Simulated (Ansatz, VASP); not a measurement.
Two plane-wave programs on Zr3AlN4

INCAR

```
SYSTEM = Zr3AlN4
PREC = Accurate
ENCUT = 600
EDIFF = 1E-7
ISMEAR = 0
SIGMA = 0.1
LREAL = .False.
LASPH = .True.
NELM = 80
ALGO = Normal
ISIF = 3
LWAVE = .False.
LCHARG = .False.
GGA = PE
IBRION = 2
NSW = 90
EDIFFG = -0.04
```

File KPOINTS:

```
regular mesh
0
Gamma
  4 4 4
  0 0 0
```

Contents of POSCAR:

```
Zr3AlN4
1.0
    4.7548215300      0.0000000000      0.0000000000
    0.0000000000      4.7548215300      0.0000000000
    0.0000000000      0.0000000000      4.7548215300
Zr Al N
3 1 4
Direct
    0.0000000000      0.5000000000      0.5000000000
    0.5000000000      0.0000000000      0.5000000000
    0.5000000000      0.5000000000      0.0000000000
    0.0000000000      0.0000000000      0.0000000000
    0.2500000000      0.2500000000      0.7500000000
    0.2500000000      0.7500000000      0.2500000000
    0.7500000000      0.2500000000      0.2500000000
    0.7500000000      0.7500000000      0.7500000000
```

Input for Ansatz:

```yaml
crystal:
  lattice:
    - [4.75482153, 0.0, 0.0]
    - [0.0, 4.75482153, 0.0]
    - [0.0, 0.0, 4.75482153]
  atoms:
    - { symbol: Zr, position: [0.0, 0.5, 0.5] }
    - { symbol: Zr, position: [0.5, 0.0, 0.5] }
    - { symbol: Zr, position: [0.5, 0.5, 0.0] }
    - { symbol: Al, position: [0.0, 0.0, 0.0] }
    - { symbol: "N", position: [0.25, 0.25, 0.75] }
    - { symbol: "N", position: [0.25, 0.75, 0.25] }
    - { symbol: "N", position: [0.75, 0.25, 0.25] }
    - { symbol: "N", position: [0.75, 0.75, 0.75] }
basis:
  ecutwfc: 420
kpoints:
  mp_grid: { grid: [4, 4, 4] }
hamiltonian:
  xc: pbe
scf:
  occupations: { method: gaussian, width: 0.1 }
  lower_state_search: "off"
output:
  forces: true
  stress: true
  eigenvalues: true
relax:
  adjacent_minimum: "off"
  f_tol: 0.04
  max_steps: 70
  cell: { stress_tol: 0.4 }
```

Alike in both runs: task relaxation of cell and atoms; functional PBE; k mesh 4 × 4 × 4; occupations gaussian, width 0.1 eV; no spin polarisation.

|  | VASP | Ansatz |
| --- | --- | --- |
| version | VASP 6.6.1 | Ansatz 0.2.0 |
| potentials or method | VASP PAW PBE potentials, release 64 (Zr_sv, Al, N), cutoff 600 eV | scalar-relativistic, plane waves, PAW |
| valence electrons in the cell | 59 | 59 |

```csv
,VASP,Ansatz,Ansatz less VASP
"gap on the k mesh at the Fermi level, each at its own relaxed structure (eV)",none,none,-
relaxed volume (Å³/atom),14.21,14.21,+0.004
relaxed cell length with the largest relative difference (Å),4.844,4.844,+0.0004
```

A gap of «none» marks a metal or a gap that the smearing closes.
